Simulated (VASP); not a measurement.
Set up this calculation in VASP 6.6.1, as the native input.

* Task: single point
* Functional: LDA
* Potentials or basis: VASP PAW LDA potentials, release 64 (Cr_pv)
* Cutoff: 520 eV
* k mesh: 12 × 12 × 7
* Occupations: fermi-dirac, width 0.03 eV
* Spin: no spin polarisation
* Dipole correction: no
* Further INCAR settings: ALGO = Normal; EDIFF = 1e-07; NBANDS = 19

The structure of Cr lies in POSCAR:

```
Cr
1.0
    2.7584997124      0.0000000000      0.0000000000
   -1.3792498562      2.3889308273      0.0000000000
    0.0000000000      0.0000000000      4.4823079335
Cr
2
Direct
    0.3333333333      0.6666666667      0.2500000000
    0.6666666667      0.3333333333      0.7500000000
```

This isn't the form of Cr at room conditions, which is bcc.

One way to write it, as run:

INCAR

```
SYSTEM = Cr
  PREC = Accurate
  ENCUT = 520
  EDIFF = 1E-7
  ISMEAR = -1
  SIGMA = 0.03
  LREAL = .FALSE.
  LASPH = .TRUE.
  NELM = 60
  ALGO = Normal
  ISIF = 2
  LWAVE = .FALSE.
  LCHARG = .FALSE.
  GGA = CA
  NBANDS = 19
```

KPOINTS

```
Automatic mesh
0
G
  12 12 7
  0 0 0
```

Potentials or basis: VASP PAW LDA potentials, release 64 (Cr_pv).

Run with:

```bash
$ cat potpaw_LDA.64/Cr_pv/POTCAR > POTCAR
$ mpirun -np 1 vasp_std > vasp.out
```

It gave:

```
Pressure               : -42.5 GPa
Band gap on the k mesh : zero (bands 12 and 13 overlap by 0.85 eV)
```

Caveat: the cell stands under tension; the run has no spin polarisation, though such a crystal can be magnetic.

It took 14 s on 1 thread of Intel(R) Xeon(R) 6975P-C (Granite Rapids), on a shared host, peak memory 0.15 GiB.
